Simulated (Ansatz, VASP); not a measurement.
# One calculation of Sc2GaS, two programs

```xyz
4
Lattice="3.7992 0.0000 0.0000 0.0000 3.7992 0.0000 0.0000 0.0000 7.1182" Properties=species:S:1:pos:R:3 pbc="T T T"
Sc    1.8996    0.0000    1.6320
Sc    0.0000    1.8996    5.4863
Ga    0.0000    0.0000    3.5591
S     1.8996    1.8996    0.0000
```

Change from the starting cell: species swapped into the ZnCdS2 type (P-4m2, No. 115).

Alike in both runs: task single point; functional PBE; k mesh 4 × 4 × 4; occupations gaussian, width 0.1 eV; collinear spin.

|  | VASP | Ansatz |
| --- | --- | --- |
| version | VASP 6.6.1 | Ansatz 0.2.0 |
| potentials or method | VASP PAW PBE potentials, release 64 (Sc_sv, Ga_d, S), cutoff 520 eV | scalar-relativistic, plane waves, PAW |
| valence electrons in the cell | 41 | 41 |

```tsv
	VASP	Ansatz	Ansatz less VASP
gap on the k mesh at the Fermi level (eV)	none	none	-
pressure (GPa)	0.2	0.0	-0.12
rms of the force components (eV/Å)	0.012	0.007	-0.0044
net moment per atom (μB)	0.00	0.00	0.000
```

Atom by atom the forces differ by 0.004 eV/Å (rms over components). A gap of «none» marks a metal or a gap that the smearing closes. Ansatz's warnings: seeded moment not kept.

The k mesh is coarse, so the values compare programs but aren't converged.
